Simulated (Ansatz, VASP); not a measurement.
# Two plane-wave programs on SiO2

```xyz
3
Lattice="1.3429 0.7753 4.8760 -1.3429 0.7753 4.8760 0.0000 -1.5506 4.8760" Properties=species:S:1:pos:R:3 pbc="T T T"
Si    0.0000    0.0000    7.3140
O     0.0000    0.0000   13.1061
O     0.0000    0.0000    1.5219
```

Alike in both runs: functional PBE; dispersion D3(BJ); k mesh 6 × 6 × 6; occupations gaussian, width 0.1 eV; no spin polarisation.

Ansatz relaxed the structure, and its values are those at the end. VASP's run is a single point on that final structure, the one shown.

```csv
,VASP,Ansatz
version,VASP 6.6.1,Ansatz 0.2.0
potentials or method,"VASP PAW PBE potentials, release 64 (Si, O), cutoff 520 eV","scalar-relativistic, plane waves, PAW"
valence electrons in the cell,16,16
```

VASP gave:

| Item | Value |
| --- | --- |
| gap on the k mesh at the Fermi level (eV) | 6.19 |
| least direct gap on the mesh (eV) | 6.55 |
| pressure (GPa) | 0.5 |
| rms of the force components (eV/Å) | 0.006 |

Question: Which values does Ansatz return?

Answer: gap on the k mesh at the Fermi level (eV): 6.22; least direct gap on the mesh (eV): 6.57; pressure (GPa): 0.1; rms of the force components (eV/Å): 0.000.

The k mesh is coarse, so the values compare programs but aren't converged.
